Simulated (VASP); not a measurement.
# MgS (Fm-3m) in VASP: further runs

Runs on MgS. Level: PBE. Tasks: single point.

Program: VASP 6.6.1. These are calculated values, not measurements. Logs are shortened: lines on timing, memory, paths and dates and some standing lists are left out, and cuts for length are marked.

## (1) The cell of the first run

Symmetry: Fm-3m, No. 225, cubic system. Conventional cell: a = 5.168 Å, b = 5.168 Å, c = 5.168 Å, α = 90.00°, β = 90.00°, γ = 90.00°. Within 3.4 Å of Mg (site symmetry m-3m) lie 6 S at 2.58 Å. S (site symmetry m-3m) has 6 Mg at 2.58 Å within 3.4 Å.

## (2) Single point, PBE (volume scaled by 0.98)

INCAR reads:

```
  PREC = Accurate
  ENCUT = 520
  EDIFF = 1E-6
  ISMEAR = -1
  SIGMA = 0.01
  LREAL = False
  LASPH = True
  NELM = 80
  ALGO = Normal
  ISIF = 2
  LWAVE = False
  LCHARG = False
  GGA = PE
  NBANDS = 11
```

KPOINTS reads:

```
regular mesh
0
Gamma
  8 8 8
```

POSCAR reads:

```
MgS
1.0
    0.0000000000      2.5841887356      2.5841887356
    2.5841887356      0.0000000000      2.5841887356
    2.5841887356      2.5841887356      0.0000000000
Mg S
1 1
Direct
    0.0000000000      0.0000000000      0.0000000000
    0.5000000000      0.5000000000      0.5000000000
```

Potentials or basis: VASP PAW PBE potentials, release 64 (Mg, S).

On the command line:

```
$ cat potpaw_PBE.64/Mg/POTCAR potpaw_PBE.64/S/POTCAR > POTCAR
$ mpirun -np 1 vasp_std > vasp.out
```

OUTCAR:

```text
PREC = Accurate
   ENCUT = 520
   EDIFF = 1E-6
   ISMEAR = -1
   LREAL = False
   LASPH = True
   NELM = 80
   ISIF = 2
   GGA = PE

 ion  position               nearest neighbor table
   1  0.000  0.000  0.000-   2 2.58   2 2.58   2 2.58   2 2.58   2 2.58   2 2.58
   2  0.500  0.500  0.500-   1 2.58   1 2.58   1 2.58   1 2.58   1 2.58   1 2.58

  LATTYP: Found a face centered cubic cell.
 ALAT       =     5.1683774712

  Lattice vectors:

 A1 = (   0.0000000000,   2.5841887356,   2.5841887356)
 A2 = (   2.5841887356,   0.0000000000,   2.5841887356)
 A3 = (   2.5841887356,   2.5841887356,   0.0000000000)

Analysis of symmetry for initial positions (statically):
=====================================================================
 Subroutine PRICEL returns:
 Original cell was already a primitive cell.

 Routine SETGRP: Setting up the symmetry group for a
 face centered cubic supercell.

 Subroutine GETGRP returns: Found 48 space group operations
 (whereof 48 operations were pure point group operations)
 out of a pool of 48 trial point group operations.

The static configuration has the point symmetry O_h .

Analysis of symmetry for dynamics (positions and initial velocities):
=====================================================================
 Subroutine PRICEL returns:
 Original cell was already a primitive cell.

 Routine SETGRP: Setting up the symmetry group for a
 face centered cubic supercell.

 Subroutine GETGRP returns: Found 48 space group operations
 (whereof 48 operations were pure point group operations)
 out of a pool of 48 trial point group operations.

The dynamic configuration has the point symmetry O_h .

 Subroutine INISYM returns: Found 48 space group operations
 (whereof 48 operations are pure point group operations),
 and found     1 'primitive' translations

----------------------------------------------------------------------------------------

                                     Primitive cell

  volume of cell :      34.5146

  direct lattice vectors                    reciprocal lattice vectors
     0.000000000  2.584188736  2.584188736    -0.193484320  0.193484320  0.193484320
     2.584188736  0.000000000  2.584188736     0.193484320 -0.193484320  0.193484320
     2.584188736  2.584188736  0.000000000     0.193484320  0.193484320 -0.193484320

  length of vectors
     3.654594758  3.654594758  3.654594758     0.335124673  0.335124673  0.335124673

  position of ions in fractional coordinates (direct lattice)
[... 76 lines left out ...]
   LASPH  =      T    aspherical Exc in radial PAW
   ENCUT  =  520.0 eV  38.22 Ry    6.18 a.u.   6.80  6.80  6.80*2*pi/ulx,y,z
   NELM   =     80;   NELMIN=  2; NELMDL= -5     # of ELM steps
   EDIFF  = 0.1E-05   stopping-criterion for ELM
   LREAL  =      F    real-space projection
   EDIFFG = 0.1E-04   stopping-criterion for IOM
   NSW    =      0    number of steps for IOM
   IBRION =     -1    ionic relax: 0-MD 1-quasi-New 2-CG
   NFREE  =      0    steps in history (QN), initial steepest desc. (CG)
   ISIF   =      2    stress and relaxation
   ISYM   =      2    0-nonsym 1-usesym 2-fastsym
   POTIM  = 0.5000    time-step for ionic-motion
   TEBEG  =    0.0;   TEEND  =   0.0 temperature during run
   PSTRESS=    0.0 pullay stress
   NELECT =       8.0000    total number of electrons
   NUPDOWN=      -1.0000    fix difference up-down
   EMIN   =  10.00;   EMAX   =-10.00  energy-range for DOS
   EFERMI =   0.00;   METHOD = LEGACY
   ISMEAR =    -1;   SIGMA  =   0.01  broadening in eV -4-tet -1-fermi 0-gaus
   EFERMI_NEDOS =   21; number of points for ismear=-14 and -15
   IALGO  =     38    algorithm
   IMIX   =      4    mixing-type and parameters
     AMIX     =   0.40;   BMIX     =  1.00
     AMIX_MAG =   1.60;   BMIX_MAG =  1.00
  volume/ion in A,a.u.               =      17.26       116.46
  Fermi-wavevector in a.u.,A,eV,Ry     =   1.005628  1.900361 13.759398  1.011287
  Thomas-Fermi vector in A             =   2.138319
   LORBIT       =      0    0 simple, 1 ext, 2 COOP (PROOUT), +10 PAW based schemes
   GGA     = PE    functional components
[... 5 lines left out ...]
 non-spin polarized calculation
  energy-cutoff  :      520.00
  volume of cell :       34.51
 maximum number of plane-waves:       950
   NGX = 13   NGY = 13   NGZ = 13

 number of electron       7.9999999 magnetization

 Free energy of the ion-electron system (eV)
  ---------------------------------------------------
  ext. energy  EPLUGINS =         0.00000000
  ---------------------------------------------------
  free energy    TOTEN  =        -8.49436460 eV

  energy without entropy =       -8.49436460  energy(sigma->0) =       -8.49436460

 E-fermi :   4.0994     XC(G=0):  -9.7719

 val. band max:        3.9073460379   @ k =   0.0000   0.0000   0.0000
 cond. band min:       6.7265672471   @ k =   0.5000   0.5000   0.0000
 fundamental gap:      2.8192212093
 Fermi energy:         4.0994437179

 k-point     1 :       0.0000    0.0000    0.0000
  band No.  band energies     occupation
      1      -8.8761      2.00000
      2       3.9073      2.00000
      3       3.9073      2.00000
      4       3.9073      2.00000
      5       7.7793      0.00000
      6      11.8485      0.00000
      7      11.8485      0.00000
      8      11.8485      0.00000
      9      14.2793      0.00000
     10      14.2793      0.00000
     11      16.4927      0.00000
[... 309 lines left out ...]
 k-point    24 :      -0.3750    0.2500    0.1250
  band No.  band energies     occupation
      1      -7.3144      2.00000
      2      -0.4951      2.00000
      3       1.7120      2.00000
      4       2.7222      2.00000
      5       9.5279      0.00000
      6      10.0598      0.00000
      7      12.3899      0.00000
      8      13.4273      0.00000
      9      16.2629      0.00000
     10      17.3825      0.00000
     11      19.6024      0.00000

 [... further k-points ...]
[... 5 lines left out ...]
  --------------------------------------------------------------------------------------
  -------------------------------------------------------------------------------------
  Total        0.5404803      0.5404803      0.5404803      0.0000000      0.0000000      0.0000000
  in kB       25.0892550     25.0892550     25.0892550      0.0000000      0.0000000      0.0000000
  external PRESSURE =      25.0892550 kB  Pullay stress =       0.0000000 kB

 VOLUME and BASIS-vectors are now :
 -----------------------------------------------------------------------------
  energy-cutoff  :      520.00
  volume of cell :       34.51
      direct lattice vectors                 reciprocal lattice vectors
     0.000000000  2.584188736  2.584188736    -0.193484320  0.193484320  0.193484320
     2.584188736  0.000000000  2.584188736     0.193484320 -0.193484320  0.193484320
     2.584188736  2.584188736  0.000000000     0.193484320  0.193484320 -0.193484320

 POSITION                                       TOTAL-FORCE (eV/Angst)
 -----------------------------------------------------------------------------------
      0.00000      0.00000      0.00000         0.000000     -0.000000      0.000000
      2.58419      2.58419      2.58419        -0.000000      0.000000     -0.000000
 -----------------------------------------------------------------------------------
    total drift:                                0.000000      0.000000      0.000000

  FREE ENERGIE OF THE ION-ELECTRON SYSTEM (eV)
  ---------------------------------------------------
  free  energy   TOTEN  =        -8.4943646027 eV

  energy  without entropy=       -8.4943646027  energy(sigma->0) =       -8.49436460
```

stdout:

```text
POSCAR found type information on POSCAR MgS
 POSCAR found :  2 types and       2 ions
 scaLAPACK will be used
 LDA part: xc-table for (Slater+PW92), standard interpolation
 POSCAR, INCAR and KPOINTS ok, starting setup
 FFT: planning ... GRIDC
 FFT: planning ... GRID_SOFT
 FFT: planning ... GRID
 WAVECAR not read
 entering main loop
```

Wall time 5.1 s (1 thread of Intel Xeon 6975P-C (Granite Rapids), shared host); peak memory 0.15 GiB.

Results:

```
Free energy            : -8.4944 eV
Pressure               : 2.5 GPa
Band gap on the k mesh : 2.82 eV, indirect (least direct gap 3.87 eV)
```

## (3) Single point, PBE (volume scaled by 1.02)

INCAR reads:

```
PREC = Accurate ; ENCUT = 520
EDIFF = 1E-7 ; ISMEAR = -1
SIGMA = 0.01 ; LREAL = False
LASPH = True ; NELM = 80
ALGO = Normal ; ISIF = 2
LWAVE = False ; LCHARG = True
GGA = PE ; LELF = True
LVHAR = True ; NBANDS = 11
```

KPOINTS reads:

```
Automatic mesh
0
Gamma
  8 8 8
```

POSCAR reads:

```
MgS
1.0
    0.0000000000      2.6188799723      2.6188799723
    2.6188799723      0.0000000000      2.6188799723
    2.6188799723      2.6188799723      0.0000000000
Mg S
1 1
Direct
    0.0000000000      0.0000000000      0.0000000000
    0.5000000000      0.5000000000      0.5000000000
```

Potentials or basis: VASP PAW PBE potentials, release 64 (Mg, S).

On the command line:

```
$ cat potpaw_PBE.64/Mg/POTCAR potpaw_PBE.64/S/POTCAR > POTCAR
$ mpirun -np 1 vasp_std > vasp.out
```

Wall time 5.8 s (1 thread of Intel Xeon 6975P-C (Granite Rapids), shared host); peak memory 0.15 GiB.

The run converged. Its results:

```
Free energy            : -8.5025 eV
Pressure               : -0.6 GPa
Band gap on the k mesh : 2.73 eV, indirect (least direct gap 3.56 eV)
```

Levels at points of the mesh, in eV from the valence-band top:
| k point | band 1 | band 2 | band 3 | band 4 | band 5 | band 6 | band 7 | band 8 | band 9 |
| --- | --- | --- | --- | --- | --- | --- | --- | --- | --- |
| (0.00, 0.00, 0.00) | -12.56 | 0.00 | 0.00 | 0.00 | 3.56 | 7.97 | 7.97 | 7.97 | 10.33 |
| (0.50, 0.00, 0.00) | -11.30 | -4.72 | -0.57 | -0.57 | 4.52 | 6.88 | 6.88 | 9.90 | 12.05 |
| (0.50, 0.50, 0.00) | -10.94 | -4.09 | -1.64 | -1.64 | 2.73 | 4.45 | 11.81 | 12.76 | 13.17 |

 A k mesh can miss the band edges.
